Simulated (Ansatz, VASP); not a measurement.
# C: VASP beside Ansatz

```
C
1.0
     0.03567    1.80123    1.80123
     1.80123    0.03567    1.80123
     1.80123    1.80123    0.03567
C
2
Direct
  0.50000 0.50000 0.50000
  0.75000 0.75000 0.75000
```

Change from the starting cell: equal xy, yz and zx shear strains of +2 %, PAW files.

Alike in both runs: task electric field gradients; functional LDA; k mesh 20 × 20 × 20; occupations fermi-dirac, width 0.08 eV; no spin polarisation.

```csv
,VASP,Ansatz
version,VASP 6.6.1,Ansatz 0.2.0
potentials or method,"VASP PAW LDA potentials, release 64 (C)","PAW with Ansatz's default frozen-core files, scalar-relativistic"
plane-wave cutoff (eV),520,420
valence electrons in the cell,8,8
```

```csv
,VASP,Ansatz,Ansatz less VASP
gap on the k mesh at the Fermi level (eV),4.06,4.06,+0.002
pressure (GPa),-11.0,-12.5,-1.47
"traceless stress, the component that is largest in VASP (GPa)",-10.94,-10.88,+0.064
rms of the force components (eV/Å),0.026,0.020,-0.0060
size of Vzz on the site where it differs most (V/Å²),4.4,4.1,-0.30
```

LDA's correlation is that of Perdew and Zunger in VASP and of Perdew and Wang (1992) in Ansatz. Atom by atom the forces differ by 0.006 eV/Å (rms over components).
